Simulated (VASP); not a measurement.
Here is a VASP 6.6.1 calculation.

Contents of INCAR:

```
PREC     = Accurate       # precision mode
ENCUT    = 600            # plane-wave cutoff, eV
EDIFF    = 1E-6           # SCF threshold, eV
ISMEAR   = 0              # smearing method
SIGMA    = 0.1            # smearing width, eV
LREAL    = F              # projectors in reciprocal space
LASPH    = T              # aspherical terms in the spheres
NELM     = 80             # most SCF steps
ALGO     = Normal         # electronic algorithm
ISIF     = 3              # what is computed and relaxed
LWAVE    = F              # write WAVECAR
LCHARG   = F              # write CHGCAR
GGA      = PE             # functional
IBRION   = 2              # ionic algorithm
NSW      = 100            # ionic steps
EDIFFG   = -0.05          # ionic threshold
```

KPOINTS

```
Automatic mesh
0
Gamma
  10 10 10
```

POSCAR

```
Ru
1.0
   -1.4615672100      1.4615672100      1.4615672100
    1.4615672100     -1.4615672100      1.4615672100
    1.4615672100      1.4615672100     -1.4615672100
Ru
1
Direct
    0.0000000000      0.0000000000      0.0000000000
```

Potentials or basis: VASP PAW PBE potentials, release 64 (Ru_pv).

Command:

```sh
$ cat potpaw_PBE.64/Ru_pv/POTCAR > POTCAR
$ mpirun -np 1 vasp_std > vasp.out
```

Q: Predict the relaxed volume.

A: 14.22 Å³/atom.

Q: Predict the relaxed cell.

A: a = 2.644 Å, b = 2.644 Å, c = 2.644 Å, α = 109.47°, β = 109.47°, γ = 109.47°.

Q: Predict the band gap on the k mesh.

A: Zero (band 7 reaches 13.93 eV, above the bottom of band 8 at 10.76 eV).

The path:
```
step  energy change (eV)  largest force (eV/Å)  pressure (GPa)  volume (Å³)
   1              0.0000                0.0000           50.11        12.49
   2              1.0445                0.0000          -41.04        20.96
   3             -0.2328                0.0000           -5.95        14.55
   4             -0.2387                0.0000           -1.19        14.28
   5             -0.2390                0.0000            0.01        14.22
```
